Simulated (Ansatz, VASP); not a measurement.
One calculation of AgCl, two programs

Contents of INCAR:

```
ALGO     = Normal         # electronic algorithm
EDIFF    = 1E-6           # SCF threshold, eV
ENCUT    = 520            # plane-wave cutoff, eV
GGA      = PE             # functional
ISIF     = 2              # what is computed and relaxed
ISMEAR   = -1             # smearing method
LASPH    = True           # aspherical terms in the spheres
LCHARG   = False          # write CHGCAR
LREAL    = False          # projectors in reciprocal space
LWAVE    = False          # write WAVECAR
NBANDS   = 16             # bands
NELM     = 100            # most SCF steps
PREC     = Accurate       # precision mode
SIGMA    = 0.02           # smearing width, eV
```

The input KPOINTS:

```
k-points
0
Gamma
  8 8 8
```

The input POSCAR:

```
AgCl
1.0
    0.0000000000      2.7731838142      2.9104564130
    2.7731838142      0.0000000000      2.9104564130
    2.7731838142      2.7731838142      0.0000000000
Ag Cl
1 1
Direct
    0.0000000000      0.0000000000      0.0000000000
    0.5000000000      0.5000000000      0.5000000000
```

Input for Ansatz:

```yaml
crystal:
  lattice:
    - [0.0, 2.7731838142, 2.910456413]
    - [2.7731838142, 0.0, 2.910456413]
    - [2.7731838142, 2.7731838142, 0.0]
  atoms:
    - { symbol: Ag, position: [0.0, 0.0, 0.0] }
    - { symbol: Cl, position: [0.5, 0.5, 0.5] }
kpoints:
  mp_grid: { grid: [8, 8, 8] }
  band_path:
    path:
      - [0.0, 0.0, 0.0]
      - [0.5, 0.0, 0.5]
      - [0.625, 0.25, 0.625]
      - [0.375, 0.375, 0.75]
      - [0.5, 0.5, 0.5]
      - [0.5, 0.25, 0.75]
      - [0.0375, 0.0375, 0.075]
      - [0.0, 0.0, 0.5]
    npoints: 1
hamiltonian:
  xc: pbe
scf:
  occupations: { method: fermi_dirac, width: 0.02 }
  n_extra_bands: 4
output:
  forces: true
  stress: true
  eigenvalues: true
```

Change from the starting cell: uniaxial_z strain +5.0%.

Alike in both runs: task single point; functional PBE; k mesh 8 × 8 × 8; occupations fermi-dirac, width 0.02 eV; no spin polarisation.

|  | VASP | Ansatz |
| --- | --- | --- |
| version | VASP 6.6.1 | Ansatz 0.2.0 |
| potentials or method | VASP PAW PBE potentials, release 64 (Ag, Cl) | plane waves, PAW |
| plane-wave cutoff (eV) | 520 | 420 |
| valence electrons in the cell | 18 | 26 |

Ansatz gave:

```
gap on the k mesh at the Fermi level (eV)                     : 0.80
pressure (GPa)                                                : -0.4
traceless stress, the component that is largest in VASP (GPa) : -0.43
```

Task: Which values does VASP return?

Result: gap on the k mesh at the Fermi level (eV): 0.79; pressure (GPa): -0.5; traceless stress, the component that is largest in VASP (GPa): -0.40.

The functional is the same, so the differences come from potentials, cutoffs and numerics. VASP's potentials hold 18 valence electrons a cell and Ansatz's 26, so a difference there can come from the potentials and not from the codes.
